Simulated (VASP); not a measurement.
# Ag8Br7 (a cell with a defect) in VASP: notebook

Ag8Br7 (a cell with a defect) is run at these levels: PBE; tasks: single point.

Everything below comes from runs of VASP 6.6.1. Logs are shortened: lines on timing, memory, paths and dates and some standing lists are left out, and cuts for length are marked.

## Step 1: The cell of the first run

The cell holds a defect, 15 atoms: a = 8.262 Å, b = 8.262 Å, c = 8.262 Å, α = 60.00°, β = 60.00°, γ = 60.00°.

## Step 2: Single point, PBE (atoms taken out, then relaxed in part)

INCAR reads:

```
PREC = Accurate
ENCUT = 400
EDIFF = 1E-6
ISMEAR = 0
SIGMA = 0.05
LREAL = False
LASPH = True
NELM = 120
ALGO = Normal
ISIF = 2
LWAVE = False
LCHARG = False
GGA = PE
NBANDS = 82
GGA_COMPAT = False
```

KPOINTS reads:

```
Automatic mesh
0
Gamma
  4 4 4
```

POSCAR reads:

```
Ag8Br7
1.0
    0.0000000000      5.8419510504     -5.8419510504
    5.8419510504      5.8419510504      0.0000000000
    5.8419510504      0.0000000000     -5.8419510504
Ag Br
8 7
Direct
    0.2747474624      0.7252525376      0.2252525376
    0.2747474624      0.2747474624      0.2252525376
    0.7500000000      0.7500000000      0.2500000000
    0.7252525376      0.2747474624      0.2252525376
    0.2747474624      0.7252525376      0.7747474624
    0.2500000000      0.2500000000      0.7500000000
    0.7252525376      0.7252525376      0.7747474624
    0.7252525376      0.2747474624      0.7747474624
    0.5000000000      0.0000000000      0.0000000000
    1.0000000000      0.5000000000      0.0000000000
    1.0000000000      0.0000000000      0.0000000000
    0.5000000000      0.5000000000      0.5000000000
    0.5000000000      0.0000000000      0.5000000000
    1.0000000000      0.5000000000      0.5000000000
    1.0000000000      0.0000000000      0.5000000000
```

Potentials or basis: VASP PAW PBE potentials, release 64 (Ag, Br).

Run with:

```bash
$ cat potpaw_PBE.64/Ag/POTCAR potpaw_PBE.64/Br/POTCAR > POTCAR
$ mpirun -np 1 vasp_std > vasp.out
```

OUTCAR:

```text
PREC = Accurate
   ENCUT = 400
   EDIFF = 1E-6
   ISMEAR = 0
   LREAL = False
   LASPH = True
   NELM = 120
   ISIF = 2
   GGA = PE

 ion  position               nearest neighbor table
   1  0.275  0.725  0.225-   9 2.94  11 2.94  12 2.94  14 2.94
   2  0.275  0.275  0.225-   9 2.94  10 2.94  13 2.94  14 2.94
   3  0.750  0.750  0.250-   9 2.92  10 2.92  11 2.92  12 2.92  13 2.92  14 2.92
   4  0.725  0.275  0.225-  10 2.94  11 2.94  12 2.94  13 2.94
   5  0.275  0.725  0.775-  10 2.94  11 2.94  12 2.94  13 2.94
   6  0.250  0.250  0.750-   9 2.92  10 2.92  11 2.92  12 2.92  13 2.92  14 2.92
   7  0.725  0.725  0.775-   9 2.94  10 2.94  13 2.94  14 2.94
   8  0.725  0.275  0.775-   9 2.94  11 2.94  12 2.94  14 2.94
   9  0.500  0.000  0.000-   3 2.92   6 2.92   1 2.94   2 2.94   7 2.94   8 2.94
  10  0.000  0.500  0.000-   3 2.92   6 2.92   4 2.94   5 2.94   2 2.94   7 2.94
  11  0.000  0.000  0.000-   3 2.92   6 2.92   4 2.94   5 2.94   1 2.94   8 2.94
  12  0.500  0.500  0.500-   3 2.92   6 2.92   4 2.94   5 2.94   1 2.94   8 2.94
  13  0.500  0.000  0.500-   3 2.92   6 2.92   4 2.94   5 2.94   2 2.94   7 2.94
  14  0.000  0.500  0.500-   3 2.92   6 2.92   1 2.94   2 2.94   7 2.94   8 2.94
  15  0.000  0.000  0.500-

  LATTYP: Found a face centered cubic cell.
 ALAT       =    11.6839021008

  Lattice vectors:

 A1 = (   0.0000000000,   5.8419510504,  -5.8419510504)
 A2 = (   5.8419510504,   5.8419510504,   0.0000000000)
 A3 = (   5.8419510504,   0.0000000000,  -5.8419510504)

Analysis of symmetry for initial positions (statically):
=====================================================================
 Subroutine PRICEL returns:
 Original cell was already a primitive cell.

 Routine SETGRP: Setting up the symmetry group for a
 face centered cubic supercell.

 Subroutine GETGRP returns: Found 48 space group operations
 (whereof  8 operations were pure point group operations)
 out of a pool of 48 trial point group operations.

The static configuration has the point symmetry D_2h.
 The point group associated with its full space group is O_h .

Analysis of symmetry for dynamics (positions and initial velocities):
=====================================================================
 Subroutine PRICEL returns:
 Original cell was already a primitive cell.

 Routine SETGRP: Setting up the symmetry group for a
 face centered cubic supercell.

 Subroutine GETGRP returns: Found 48 space group operations
 (whereof  8 operations were pure point group operations)
 out of a pool of 48 trial point group operations.

The dynamic configuration has the point symmetry D_2h.
 The point group associated with its full space group is O_h .

 Subroutine INISYM returns: Found 48 space group operations
 (whereof  8 operations are pure point group operations),
 and found     1 'primitive' translations

----------------------------------------------------------------------------------------

                                     Primitive cell

  volume of cell :     398.7528

  direct lattice vectors                    reciprocal lattice vectors
     0.000000000  5.841951050 -5.841951050    -0.085587845  0.085587845 -0.085587845
     5.841951050  5.841951050  0.000000000     0.085587845  0.085587845  0.085587845
     5.841951050  0.000000000 -5.841951050     0.085587845 -0.085587845 -0.085587845

  length of vectors
     8.261766406  8.261766406  8.261766406     0.148242496  0.148242496  0.148242496

  position of ions in fractional coordinates (direct lattice)
     0.274747462  0.725252538  0.225252538
     0.274747462  0.274747462  0.225252538
     0.750000000  0.750000000  0.250000000
     0.725252538  0.274747462  0.225252538
     0.274747462  0.725252538  0.774747462
     0.250000000  0.250000000  0.750000000
     0.725252538  0.725252538  0.774747462
     0.725252538  0.274747462  0.774747462
     0.500000000  0.000000000  0.000000000
     0.000000000  0.500000000  0.000000000
     0.000000000  0.000000000  0.000000000
     0.500000000  0.500000000  0.500000000
     0.500000000  0.000000000  0.500000000
     0.000000000  0.500000000  0.500000000
     0.000000000  0.000000000  0.500000000

  ion indices of the primitive-cell ions
   primitive index   ion index
                 1           1
                 2           2
                 3           3
                 4           4
                 5           5
                 6           6
                 7           7
                 8           8
                 9           9
                10          10
                11          11
                12          12
                13          13
                14          14
                15          15

----------------------------------------------------------------------------------------

 KPOINTS: Automatic mesh

Automatic generation of k-mesh.
 Grid dimensions read from file:
 generate k-points for:    4    4    4

 Generating k-lattice:

  Cartesian coordinates                     Fractional coordinates (reciprocal lattice)
    -0.021396961  0.021396961 -0.021396961     0.250000000  0.000000000  0.000000000
     0.021396961  0.021396961  0.021396961     0.000000000  0.250000000  0.000000000
     0.021396961 -0.021396961 -0.021396961     0.000000000  0.000000000  0.250000000

  Length of vectors
     0.037060624  0.037060624  0.037060624

  Shift w.r.t. Gamma in fractional coordinates (k-lattice)
     0.000000000  0.000000000  0.000000000

 Subroutine IBZKPT returns following result:
 ===========================================

 Found      8 irreducible k-points:

 Following reciprocal coordinates:
            Coordinates               Weight
  0.000000  0.000000  0.000000      1.000000
  0.250000  0.000000  0.000000      8.000000
  0.500000  0.000000  0.000000      4.000000
  0.250000  0.250000  0.000000      6.000000
  0.500000  0.250000  0.000000     24.000000
 -0.250000  0.250000  0.000000     12.000000
  0.500000  0.500000  0.000000      3.000000
 -0.250000  0.500000  0.250000      6.000000
   k-points           NKPTS =      8   k-points in BZ     NKDIM =      8   number of bands    NBANDS=     82
   number of dos      NEDOS =    301   number of ions     NIONS =     15
   total plane-waves  NPLWV = 157464
   dimension x,y,z NGX =    54 NGY =   54 NGZ =   54
   dimension x,y,z NGXF=   108 NGYF=  108 NGZF=  108
   ions per type =               8   7
   NGX,Y,Z   is equivalent  to a cutoff of  10.87, 10.87, 10.87 a.u.
   NGXF,Y,Z  is equivalent  to a cutoff of  21.73, 21.73, 21.73 a.u.
 SYSTEM =  unknown system
   PREC   = accura    normal or accurate (medium, high low for compatibility)
   ISTART =      0    job   : 0-new  1-cont  2-samecut
   ICHARG =      2    charge: 1-file 2-atom 10-const
   ISPIN  =      1    spin polarized calculation?
   LNONCOLLINEAR =      F non collinear calculations
   LSORBIT =      F    spin-orbit coupling
   LASPH  =      T    aspherical Exc in radial PAW
   ENCUT  =  400.0 eV  29.40 Ry    5.42 a.u.  13.47 13.47 13.47*2*pi/ulx,y,z
   NELM   =    120;   NELMIN=  2; NELMDL= -5     # of ELM steps
   EDIFF  = 0.1E-05   stopping-criterion for ELM
   LREAL  =      F    real-space projection
   EDIFFG = 0.1E-04   stopping-criterion for IOM
   NSW    =      0    number of steps for IOM
   IBRION =     -1    ionic relax: 0-MD 1-quasi-New 2-CG
   NFREE  =      0    steps in history (QN), initial steepest desc. (CG)
   ISIF   =      2    stress and relaxation
   ISYM   =      2    0-nonsym 1-usesym 2-fastsym
   POTIM  = 0.5000    time-step for ionic-motion
   TEBEG  =    0.0;   TEEND  =   0.0 temperature during run
   PSTRESS=    0.0 pullay stress
   NELECT =     137.0000    total number of electrons
   NUPDOWN=      -1.0000    fix difference up-down
   EMIN   =  10.00;   EMAX   =-10.00  energy-range for DOS
   EFERMI =   0.00;   METHOD = LEGACY
   ISMEAR =     0;   SIGMA  =   0.05  broadening in eV -4-tet -1-fermi 0-gaus
   EFERMI_NEDOS =   21; number of points for ismear=-14 and -15
   IALGO  =     38    algorithm
   IMIX   =      4    mixing-type and parameters
     AMIX     =   0.40;   BMIX     =  1.00
     AMIX_MAG =   1.60;   BMIX_MAG =  1.00
  volume/ion in A,a.u.               =      26.58       179.39
  Fermi-wavevector in a.u.,A,eV,Ry     =   1.146605  2.166769 17.887616  1.314703
  Thomas-Fermi vector in A             =   2.283288
   LORBIT       =      0    0 simple, 1 ext, 2 COOP (PROOUT), +10 PAW based schemes
   GGA     = PE    functional components
   LHFCALC =     F    Hartree Fock is set to
   AEXX    =    0.0000 exact exchange contribution
   IVDW    =     0    specifies the selected vdW correction
   LEPSILON=     F    determine dielectric tensor
   LRPA    =     F    only Hartree local field effects (RPA)
 non-spin polarized calculation
 Gauss-broadening in eV      SIGMA  =   0.05
  energy-cutoff  :      400.00
  volume of cell :      398.75
 maximum number of plane-waves:      7343
 NGX is ok and might be reduce to    54
   NGX = 27   NGY = 27   NGZ = 27

 number of electron     136.9999970 magnetization

 Free energy of the ion-electron system (eV)
  ---------------------------------------------------
  ext. energy  EPLUGINS =         0.00000000
  ---------------------------------------------------
  free energy    TOTEN  =       -35.85542165 eV

  energy without entropy =      -35.85305595  energy(sigma->0) =      -35.85423880

 E-fermi :   3.6508     XC(G=0):  -9.3160

 val. band max:        3.5229964927   @ k =   0.5000   0.0000   0.0000
 cond. band min:       3.7119830865   @ k =   0.5000   0.2500   0.0000
 fundamental gap:      0.1889865938
 Fermi energy:         3.6507694763

 k-point     1 :       0.0000    0.0000    0.0000
  band No.  band energies     occupation
      1     -12.2448      2.00000
      2     -11.9590      2.00000
      3     -11.9590      2.00000
      4     -11.9590      2.00000
      5     -11.9253      2.00000
      6     -11.9253      2.00000
[... 72 lines left out ...]
     79       6.9744      0.00000
     80       8.7121      0.00000

 k-point     2 :       0.2500    0.0000    0.0000
  band No.  band energies     occupation
      1     -12.2042      2.00000
      2     -12.0021      2.00000
      3     -11.9544      2.00000
      4     -11.9544      2.00000
      5     -11.9305      2.00000
      6     -11.9305      2.00000
[... 72 lines left out ...]
     79       7.4792      0.00000
     80       8.3955      0.00000
[... 413 lines left out ...]
     79       7.9710      0.00000
     80       8.0323      0.00000

 k-point     8 :      -0.2500    0.5000    0.2500
  band No.  band energies     occupation
      1     -12.0718      2.00000
      2     -12.0718      2.00000
      3     -11.9993      2.00000
      4     -11.9965      2.00000
      5     -11.9210      2.00000
      6     -11.9210      2.00000
[... 72 lines left out ...]
     79       8.1434      0.00000
     80       8.1434      0.00000
 [bands above 80 left out]

------------------------ aborting loop because EDIFF is reached ----------------------------------------

  FORCE on cell =-STRESS in cart. coord.  units (eV):
  Direction    XX          YY          ZZ          XY          YZ          ZX
  --------------------------------------------------------------------------------------
  -------------------------------------------------------------------------------------
  Total       -5.5344316     -5.5344316     -5.5344316      0.0000000      0.0000000      0.0000000
  in kB      -22.2371882    -22.2371882    -22.2371882      0.0000000      0.0000000      0.0000000
  external PRESSURE =     -22.2371882 kB  Pullay stress =       0.0000000 kB

 VOLUME and BASIS-vectors are now :
 -----------------------------------------------------------------------------
  energy-cutoff  :      400.00
  volume of cell :      398.75
      direct lattice vectors                 reciprocal lattice vectors
     0.000000000  5.841951050 -5.841951050    -0.085587845  0.085587845 -0.085587845
     5.841951050  5.841951050  0.000000000     0.085587845  0.085587845  0.085587845
     5.841951050  0.000000000 -5.841951050     0.085587845 -0.085587845 -0.085587845

 POSITION                                       TOTAL-FORCE (eV/Angst)
 -----------------------------------------------------------------------------------
      5.55280      5.84195     -2.92098        -0.002539     -0.000000      0.000000
      2.92098      3.21012     -2.92098        -0.000000      0.002539      0.000000
      5.84195      8.76293     -5.84195         0.000000     -0.000000     -0.000000
      2.92098      5.84195     -5.55280        -0.000000     -0.000000      0.002539
      8.76293      5.84195     -6.13110        -0.000000     -0.000000     -0.002539
      5.84195      2.92098     -5.84195        -0.000000     -0.000000      0.000000
      8.76293      8.47378     -8.76293        -0.000000     -0.002539      0.000000
      6.13110      5.84195     -8.76293         0.002539     -0.000000      0.000000
      0.00000      2.92098     -2.92098         0.000000     -0.000000      0.000000
      2.92098      2.92098      0.00000        -0.000000     -0.000000     -0.000000
      0.00000      0.00000      0.00000        -0.000000     -0.000000     -0.000000
      5.84195      5.84195     -5.84195         0.000000     -0.000000      0.000000
      2.92098      2.92098     -5.84195         0.000000     -0.000000     -0.000000
      5.84195      2.92098     -2.92098        -0.000000     -0.000000      0.000000
      2.92098      0.00000     -2.92098        -0.000000     -0.000000      0.000000
 -----------------------------------------------------------------------------------
    total drift:                               -0.000000      0.000000      0.000000

  FREE ENERGIE OF THE ION-ELECTRON SYSTEM (eV)
  ---------------------------------------------------
  free  energy   TOTEN  =       -35.8554216531 eV

  energy  without entropy=      -35.8530559532  energy(sigma->0) =      -35.85423880
```

Run time: 3.2 min. Hardware: 1 thread of Intel Xeon Platinum 8488C (Sapphire Rapids), shared host; peak memory 0.43 GiB.

What came out:

- Free energy: -35.8554 eV
- Pressure: -2.2 GPa
- Band gap on the k mesh: zero (an odd number of electrons rules out a gap without spin polarisation)

Forces in eV/Å, atoms in the order of the input:
```
Ag  -0.003  0.000  0.000
Ag   0.000  0.003  0.000
Ag   0.000  0.000  0.000
Ag   0.000  0.000  0.003
Ag   0.000  0.000 -0.003
Ag   0.000  0.000  0.000
Ag   0.000 -0.003  0.000
Ag   0.003  0.000  0.000
Br   0.000  0.000  0.000
Br   0.000  0.000  0.000
Br   0.000  0.000  0.000
Br   0.000  0.000  0.000
Br   0.000  0.000  0.000
Br   0.000  0.000  0.000
Br   0.000  0.000  0.000
```

Caveat: the cell differs from its parent crystal (atoms taken out, then relaxed in part); an odd number of electrons without spin polarisation forces a metal; a magnetic or distorted state may lie lower.

## Step 3: Single point, PBE (atoms taken out, then relaxed in part)

INCAR reads:

```
SYSTEM = Ag8Br7
  ALGO = Normal
  EDIFF = 1E-6
  ENCUT = 400
  GGA = PE
  GGA_COMPAT = .False.
  ISIF = 2
  ISMEAR = 0
  LASPH = .True.
  LCHARG = .True.
  LELF = .True.
  LREAL = .False.
  LVHAR = .True.
  LWAVE = .False.
  NBANDS = 82
  NELM = 120
  PREC = Accurate
  SIGMA = 0.05
```

KPOINTS reads:

```
k-points
0
Gamma
  4 4 4
  0 0 0
```

POSCAR reads:

```
Ag8Br7
1.0
    0.0000000000      5.8419510504     -5.8419510504
    5.8419510504      5.8419510504      0.0000000000
    5.8419510504      0.0000000000     -5.8419510504
Ag Br
8 7
Direct
    0.2747460671      0.7747460671      0.2252539329
    0.2747460671      0.2252539329      0.2252539329
    0.7252539329      0.7747460671      0.2252539329
    0.7500000000      0.2500000000      0.2500000000
    0.2500000000      0.7500000000      0.7500000000
    0.2747460671      0.2252539329      0.7747460671
    0.7252539329      0.7747460671      0.7747460671
    0.7252539329      0.2252539329      0.7747460671
    0.5000000000     -0.5000000000      0.0000000000
    1.0000000000      0.5000000000      0.0000000000
    1.0000000000      0.0000000000      0.0000000000
    0.5000000000      0.5000000000      0.5000000000
    0.5000000000      0.0000000000      0.5000000000
    1.0000000000      0.5000000000      0.5000000000
    1.0000000000      0.0000000000      0.5000000000
```

Potentials or basis: VASP PAW PBE potentials, release 64 (Ag, Br).

Run with:

```bash
$ cat potpaw_PBE.64/Ag/POTCAR potpaw_PBE.64/Br/POTCAR > POTCAR
$ mpirun -np 1 vasp_std > vasp.out
```

It took 3.1 min on 1 thread of Intel Xeon Platinum 8488C (Sapphire Rapids), shared host; peak memory 0.44 GiB.

It converged, with:

```
Free energy            : -35.8554 eV
Pressure               : -2.2 GPa
Band gap on the k mesh : zero (an odd number of electrons rules out a gap without spin polarisation)
```

Forces on the atoms (eV/Å):
```
Ag   0.000  0.003  0.000
Ag  -0.003  0.000  0.000
Ag   0.000  0.000  0.003
Ag   0.000  0.000  0.000
Ag   0.000  0.000  0.000
Ag   0.000  0.000 -0.003
Ag   0.003  0.000  0.000
Ag   0.000 -0.003  0.000
Br   0.000  0.000  0.000
Br   0.000  0.000  0.000
Br   0.000  0.000  0.000
Br   0.000  0.000  0.000
Br   0.000  0.000  0.000
Br   0.000  0.000  0.000
Br   0.000  0.000  0.000
```

Levels at points of the mesh, in eV from the Fermi level:
```csv
k point,band 65,band 66,band 67,band 68,band 69,band 70,band 71,band 72,band 73,band 74
"(0.00, 0.00, 0.00)",-1.36,-1.36,-1.36,-1.23,-1.23,0.25,0.87,0.87,2.13,2.84
"(0.50, 0.00, 0.00)",-2.10,-2.10,-1.80,-1.80,-0.13,0.63,1.77,1.77,2.02,2.11
"(0.50, 0.50, 0.00)",-1.71,-1.71,-1.39,-1.31,0.58,0.62,2.04,2.04,2.25,2.78
```

Caveat: the cell differs from its parent crystal (atoms taken out, then relaxed in part); an odd number of electrons without spin polarisation forces a metal; a magnetic or distorted state may lie lower.

The gap in the log of VASP goes by the Fermi energy; the results here count the filled bands.